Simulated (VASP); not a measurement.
Wanted: the native input for a VASP 6.6.1 run.

```yaml
Task: relaxation of cell and atoms
Functional: LDA
Potentials_or_basis: VASP PAW LDA potentials, release 64 (C_h)
Cutoff: 910 eV
k_mesh: 8 × 8 × 5, shifted
Occupations: fermi-dirac, width 0.1 eV
Spin: no spin polarisation
Dipole_correction: no
Second_run: hard_potentials
Further_INCAR_settings: ALGO = Normal; EDIFF = 1e-07; IBRION = 2; EDIFFG = -0.05; NSW = 80; ISIF = 3
```

The structure of C lies in POSCAR:

```
C
1.0
    2.1273203100     -1.2282824400      0.0000000000
    2.1273203100      1.2282824400      0.0000000000
   -1.3790696300      0.0000000000      3.5028300800
C
2
Direct
    0.8333555300      0.8333555300      0.0000930400
    0.1666444700      0.1666444700      0.9999069600
```

One way to write it, as run:

INCAR

```
ALGO = Normal
EDIFF = 1E-7
EDIFFG = -0.05
ENCUT = 910
GGA = CA
GGA_COMPAT = F
IBRION = 2
ISIF = 3
ISMEAR = -1
LASPH = T
LCHARG = F
LREAL = F
LWAVE = F
NELM = 120
NELMIN = 4
NSW = 80
PREC = Accurate
SIGMA = 0.1
```

KPOINTS

```
Automatic mesh
0
Gamma
  8 8 5
  0.5 0.5 0
```

Potentials or basis: VASP PAW LDA potentials, release 64 (C_h).

Command:

```console
$ cat potpaw_LDA.64/C_h/POTCAR > POTCAR
$ mpirun -np 1 vasp_std > vasp.out
```

It gave:

| Item | Value |
| --- | --- |
| Relaxed volume | 8.54 Å³/atom |
| Relaxed cell | a = 2.446 Å, b = 2.446 Å, c = 3.572 Å, α = 109.45°, β = 109.45°, γ = 60.03° |
| Space group after relaxing (to 0.05 Å) | C2/m (No. 12) |
| Energy gained by relaxing | 3.1 meV/atom |
| Ionic steps | 14 |
| Pressure after relaxing | 0.0 GPa |
| Largest force after relaxing | 0.037 eV/Å |
| Band gap on the k mesh | 0.42 eV, direct |

Caveat: the cutoff is under 1.25 times the usual one of these potentials, so pressure, stress and relaxed cells hold a basis-set (Pulay) error; the relaxation stopped at a loose force limit of 0.05 eV/Å, so its end isn't a converged minimum.

It took 2.3 min on 1 thread of Intel(R) Xeon(R) Platinum 8259CL CPU @ 2.50GHz (Skylake/Cascade Lake) (shared host), peak memory 0.14 GiB.
